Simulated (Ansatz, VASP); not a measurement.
KBr in VASP and in Ansatz

INCAR

```
PREC = Accurate
ENCUT = 520
EDIFF = 1E-6
ISMEAR = 0
SIGMA = 0.05
LREAL = False
LASPH = True
NELM = 80
ALGO = Normal
ISIF = 2
LWAVE = False
LCHARG = False
GGA = PE
NBANDS = 15
```

KPOINTS

```
Automatic mesh
0
Gamma
  6 6 6
```

POSCAR

```
KBr
1.0
    0.0000000000      3.3748125000      3.3748125000
    3.3748125000      0.0000000000      3.3748125000
    3.3748125000      3.3748125000      0.0000000000
K Br
1 1
Direct
    0.0000000000      0.0000000000      0.0000000000
    0.5000000000      0.5000000000      0.5000000000
```

Input for Ansatz:

```yaml
crystal:
  lattice:
    - [0.0, 3.3748125, 3.3748125]
    - [3.3748125, 0.0, 3.3748125]
    - [3.3748125, 3.3748125, 0.0]
  atoms:
    - { symbol: K, position: [0.0, 0.0, 0.0] }
    - { symbol: Br, position: [0.5, 0.5, 0.5] }
basis:
  ecutwfc: 420
kpoints:
  mp_grid: { grid: [6, 6, 6] }
hamiltonian:
  xc: pbe
scf:
  occupations: { method: gaussian, width: 0.05 }
output:
  forces: true
  stress: true
  eigenvalues: true
```

Change from the starting cell: strain +0.025 along x and y, +0.025 along z, atoms carried along.

Alike in both runs: task single point; functional PBE; k mesh 6 × 6 × 6; occupations gaussian, width 0.05 eV; no spin polarisation.

```csv
,VASP,Ansatz
version,VASP 6.6.1,Ansatz 0.2.0
potentials or method,"VASP PAW PBE potentials, release 64 (K_sv, Br), cutoff 520 eV","scalar-relativistic, plane waves, PAW"
valence electrons in the cell,16,16
```

```csv
,VASP,Ansatz,Ansatz less VASP
gap on the k mesh at the Fermi level (eV),4.26,4.26,+0.001
least direct gap on the mesh (eV),4.26,4.26,+0.001
pressure (GPa),-0.2,-0.3,-0.03
```

With one functional, cell and mesh, what is left measures potentials, basis and numerics.
